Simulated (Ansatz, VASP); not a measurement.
**Au in VASP and in Ansatz**

The input INCAR:

```
PREC = Accurate ; ENCUT = 520
EDIFF = 1E-6 ; ISMEAR = -1
SIGMA = 0.1 ; LREAL = False
LASPH = True ; NELM = 100
ALGO = Normal ; ISIF = 2
LWAVE = False ; LCHARG = False
GGA = PE ; NBANDS = 12
```

Contents of KPOINTS:

```
Automatic mesh
0
Gamma
  13 13 13
```

POSCAR

```
Au
1.0
    2.8194352810      0.0000000000      0.0000000000
    0.0000000000      2.8194352810      0.0000000000
    0.0000000000      0.0000000000      2.8194352810
Au
1
Direct
    0.0000000000      0.0000000000      0.0000000000
```

Input for Ansatz:

```yaml
crystal:
  lattice:
    - [2.819435281, 0.0, 0.0]
    - [0.0, 2.819435281, 0.0]
    - [0.0, 0.0, 2.819435281]
  atoms:
    - { symbol: Au, position: [0.0, 0.0, 0.0] }
hamiltonian:
  xc: pbe
  pseudopotentials:
    kind: paw
    azcp:
      Au: "pseudopotentials/Au.paw.azcp"
basis:
  ecutwfc: 420
  fft_grid_basis: typed
kpoints:
  mp_grid: { grid: [13, 13, 13], shift: [0, 0, 0] }
magnetization:
  spin_polarized: false
scf:
  occupations: { method: fermi_dirac, width: 0.1 }
  lower_state_search: "off"
output:
  stress: true
```

Alike in both runs: task single point; functional PBE; k mesh 13 × 13 × 13; occupations fermi-dirac, width 0.1 eV; no spin polarisation.

```csv
,VASP,Ansatz
version,VASP 6.6.1,Ansatz 0.2.0
potentials or method,"VASP PAW PBE potentials, release 64 (Au), cutoff 520 eV","plane waves (420 eV) with PAW, scalar-relativistic"
valence electrons in the cell,11,19
```

```tsv
	VASP	Ansatz	Ansatz less VASP
pressure (GPa)	-6.6	-6.5	+0.11
```

VASP's potentials hold 11 valence electrons a cell and Ansatz's 19, so a difference there can come from the potentials and not from the codes.

Neither program's run includes spin-orbit coupling.
